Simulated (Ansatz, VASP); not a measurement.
Two plane-wave programs on Os2Pd

```
Pd Os
1.0
    -1.58974    1.58974    3.89982
     1.58974   -1.58974    3.89982
     1.58974    1.58974   -3.89982
Pd Os
1 2
Direct
  0.00000 0.00000 0.00000
  0.66500 0.66500 0.00000
  0.33500 0.33500 0.00000
```

Alike in both runs: task relaxation of cell and atoms; functional PBE; k mesh 8 × 8 × 8; occupations gaussian, width 0.1 eV; no spin polarisation.

```csv
,VASP,Ansatz
version,VASP 6.6.1,Ansatz 0.2.0
potentials or method,"VASP PAW PBE potentials, release 64 (Pd, Os), cutoff 600 eV","scalar-relativistic, plane waves, PAW"
valence electrons in the cell,26,50
```

```csv
,VASP,Ansatz,Ansatz less VASP
"gap on the k mesh at the Fermi level, each at its own relaxed structure (eV)",none,none,-
relaxed volume (Å³/atom),14.93,14.93,+0.003
relaxed length of the cell vector where the two differ most in proportion (Å),4.789,4.783,-0.0060
```

A gap of «none» marks a metal or a gap that the smearing closes. VASP's potentials hold 26 valence electrons a cell and Ansatz's 50, so a difference there can come from the potentials and not from the codes.

Spin-orbit coupling is off throughout.
